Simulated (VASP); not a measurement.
A run of VASP 6.6.1:

POSCAR

```
Be2S3
1.0
    2.3599835372     -2.6053350157      0.0095987567
    2.3599835372      2.6053350157      0.0095987567
   -0.3260823566      0.0000000000      6.5109563055
Be S
2 3
Direct
    0.4976323530      0.9497790337      0.8111087105
    0.0502209663      0.5023676470      0.1888912895
    0.3798996334      0.4348981639      0.6439030531
    0.5651018361      0.6201003666      0.3560969469
    0.0071452112      0.9928547888      0.0000000000
```

Contents of INCAR.step1:

```
SYSTEM = Be2S3
PREC = Accurate
ENCUT = 520
EDIFF = 1E-5
ISMEAR = 0
SIGMA = 0.02
LREAL = .FALSE.
LASPH = .TRUE.
NELM = 80
ALGO = Normal
ISIF = 2
LWAVE = .TRUE.
LCHARG = .FALSE.
GGA = PE
NBANDS = 19
KPAR = 4
```

Contents of INCAR.step2:

```
SYSTEM = Be2S3
PREC = Accurate
ENCUT = 520
EDIFF = 1E-7
ISMEAR = 0
SIGMA = 0.02
LREAL = .FALSE.
LASPH = .TRUE.
NELM = 80
ALGO = Normal
ISIF = 2
LWAVE = .FALSE.
LCHARG = .FALSE.
GGA = PE
LHFCALC = .TRUE.
HFSCREEN = 0.2079
PRECFOCK = Fast
ISTART = 1
NBANDS = 19
KPAR = 4
```

The input KPOINTS:

```
regular mesh
0
G
  6 6 4
  0 0 0
```

Potentials or basis: VASP PAW PBE potentials, release 64 (Be, S).

Command:

```bash
$ cat potpaw_PBE.64/Be/POTCAR potpaw_PBE.64/S/POTCAR > POTCAR
$ cp INCAR.step1 INCAR
$ mpirun -np 4 vasp_std > vasp.out
$ cp INCAR.step2 INCAR
$ mpirun -np 4 vasp_std > vasp.out
```

Hardware: 4 MPI ranks on Intel(R) Xeon(R) Platinum 8259CL CPU @ 2.50GHz (Skylake/Cascade Lake), on a shared host.

Question: How long does it take, and how much memory?

Answer: Run time: 23 min on 4 MPI ranks on Intel(R) Xeon(R) Platinum 8259CL CPU @ 2.50GHz (Skylake/Cascade Lake), with other jobs on the host, peak memory 0.35 GiB a rank. Counts: k points 47.
